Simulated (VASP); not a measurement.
A run of VASP 6.6.1 is set up as follows.

File INCAR:

```
PREC = Accurate ; ENCUT = 520
EDIFF = 1E-6 ; ISMEAR = 0
SIGMA = 0.05 ; LREAL = False
LASPH = True ; NELM = 100
ALGO = Normal ; ISIF = 2
LWAVE = False ; LCHARG = False
GGA = PE ; NBANDS = 18
```

Contents of KPOINTS:

```
Automatic mesh
0
Gamma
  10 10 10
```

Contents of POSCAR:

```
BiTe
1.0
    3.9133058495      0.0000000000      0.0000000000
    0.0000000000      3.9133058495      0.0000000000
    0.0000000000      0.0000000000      3.8741727910
Bi Te
1 1
Direct
    0.0000000000      0.0000000000      0.0000000000
    0.5000000000      0.5000000000      0.5000000000
```

Potentials or basis: VASP PAW PBE potentials, release 64 (Bi_d, Te).

Launch:

```console
$ cat potpaw_PBE.64/Bi_d/POTCAR potpaw_PBE.64/Te/POTCAR > POTCAR
$ mpirun -np 1 vasp_std > vasp.out
```

(1) What does it give for the pressure?

(2) What does it give for the band gap on the k mesh?

Answers

(1) 0.7 GPa.

(2) zero (an odd number of electrons rules out a gap without spin polarisation).

Caveat: spin-orbit coupling is left out, which moves the levels of the heavy elements.
